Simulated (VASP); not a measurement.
Set up this calculation in VASP 6.6.1, as the native input.

```
Task                   : single point
Functional             : PBE
Potentials or basis    : VASP PAW PBE potentials, release 64 (Zr_sv, Fe, S)
Cutoff                 : 520 eV
k mesh                 : 4 × 4 × 4
Occupations            : gaussian, width 0.1 eV
Spin                   : collinear spin, ferromagnetic start
Starting moments       : [0.0, 4.0, 0.0, 0.0, 0.0] μB
Dipole correction      : no
Further INCAR settings : ALGO = Normal; EDIFF = 1e-06; NBANDS = 31
```

The structure of ZrFeS3 lies in POSCAR:

```
ZrFeS3
1.0
    4.4054942946      0.0000000000      0.0000000000
    0.0000000000      4.4054942946      0.0000000000
    0.0000000000      0.0000000000      4.4054942946
Zr Fe S
1 1 3
Direct
    0.0000000000      0.0000000000      0.0000000000
    0.5000000000      0.5000000000      0.5000000000
    0.0000000000      0.5000000000      0.5000000000
    0.5000000000      0.0000000000      0.5000000000
    0.5000000000      0.5000000000      0.0000000000
```

The cell was built from a structure type or drawn by symmetry, and may not be a known phase.

These files were run (other wordings do the same):

INCAR

```
SYSTEM = ZrFeS3
PREC     = Accurate       ! precision mode
ENCUT    = 520            ! plane-wave cutoff, eV
EDIFF    = 1E-6           ! SCF threshold, eV
ISMEAR   = 0              ! smearing method
SIGMA    = 0.1            ! smearing width, eV
LREAL    = .FALSE.        ! projectors in reciprocal space
LASPH    = .TRUE.         ! aspherical terms in the spheres
NELM     = 150            ! most SCF steps
ALGO     = Normal         ! electronic algorithm
ISIF     = 2              ! what is computed and relaxed
LWAVE    = .FALSE.        ! write WAVECAR
LCHARG   = .TRUE.         ! write CHGCAR
ISPIN    = 2              ! spin polarisation
MAGMOM   = 0 4 0 0 0      ! initial moments
LORBIT   = 11             ! projections on sites
LMAXMIX  = 4              ! l up to which the mixer works
GGA      = PE             ! functional
LELF     = .TRUE.         ! ELF
LVHAR    = .TRUE.       
NBANDS   = 31             ! bands
```

KPOINTS

```
regular mesh
0
G
  4 4 4
  0 0 0
```

Potentials or basis: VASP PAW PBE potentials, release 64 (Zr_sv, Fe, S).

The run is started by

```bash
$ cat potpaw_PBE.64/Zr_sv/POTCAR potpaw_PBE.64/Fe/POTCAR potpaw_PBE.64/S/POTCAR > POTCAR
$ mpirun -np 1 vasp_std > vasp.out
```

Results of the run:

```yaml
Pressure: 0.1 GPa
Net_moment: 1.39 μB per cell
Site_moments: Zr -0.30; Fe +1.57; S +0.05 μB
Valence_electrons_inside_the_program's_atomic_spheres: Zr 9.42; Fe 7.59; S 3.72
```

Caveat: a cell with one magnetic atom can't hold antiferromagnetic order, which such compounds often take.

Run time: 79 s on 1 thread of Intel(R) Xeon(R) Platinum 8259CL CPU @ 2.50GHz (Skylake/Cascade Lake) (shared host), peak memory 0.26 GiB.
